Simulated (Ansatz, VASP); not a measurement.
**One calculation of K, two programs**

Contents of INCAR:

```
SYSTEM = K
PREC = Accurate ; ENCUT = 520
EDIFF = 1E-7 ; ISMEAR = -1
SIGMA = 0.1 ; LREAL = .FALSE.
LASPH = .TRUE. ; NELM = 60
ALGO = Normal ; ISIF = 2
LWAVE = .FALSE. ; LCHARG = .FALSE.
GGA = PE ; NBANDS = 26
```

File KPOINTS:

```
regular mesh
0
G
  6 6 4
  0 0 0
```

File POSCAR:

```
K
1.0
    3.7691643942      0.0000000000      0.0000000000
   -1.8845821971      3.2641921164      0.0000000000
    0.0000000000      0.0000000000     12.0706419584
K
4
Direct
    0.0000000000      0.0000000000      0.0000000000
    0.0000000000      0.0000000000      0.5000000000
    0.3333333333      0.6666666667      0.2500000000
    0.6666666667      0.3333333333      0.7500000000
```

Input for Ansatz:

```yaml
crystal:
  lattice:
    - [3.7691643942, 0.0, 0.0]
    - [-1.8845821971, 3.2641921164, 0.0]
    - [0.0, 0.0, 12.0706419584]
  atoms:
    - { symbol: K, position: [0.0, 0.0, 0.0] }
    - { symbol: K, position: [0.0, 0.0, 0.5] }
    - { symbol: K, position: [0.3333333333, 0.6666666667, 0.25] }
    - { symbol: K, position: [0.6666666667, 0.3333333333, 0.75] }
kpoints:
  mp_grid: { grid: [6, 6, 4] }
scf:
  occupations: { method: fermi_dirac, width: 0.1 }
hamiltonian:
  xc: pbe
  pseudopotentials: { kind: all_electron, lapw: { basis_error: 0.001 } }
output:
  forces: true
  stress: true
  eigenvalues: true
  populations: true
```

Change from the starting cell: volume scaled by 0.5, LAPW.

Alike in both runs: task single point; functional PBE; k mesh 6 × 6 × 4; occupations fermi-dirac, width 0.1 eV; no spin polarisation.

```csv
,VASP,Ansatz
version,VASP 6.6.1,Ansatz 0.2.0
potentials or method,"VASP PAW PBE potentials, release 64 (K_sv), cutoff 520 eV","all-electron LAPW, scalar-relativistic"
```

|  | VASP | Ansatz | Ansatz less VASP |
| --- | --- | --- | --- |
| pressure (GPa) | 8.8 | 8.8 | +0.01 |

Ansatz ran all-electron here, and VASP with PAW potentials.
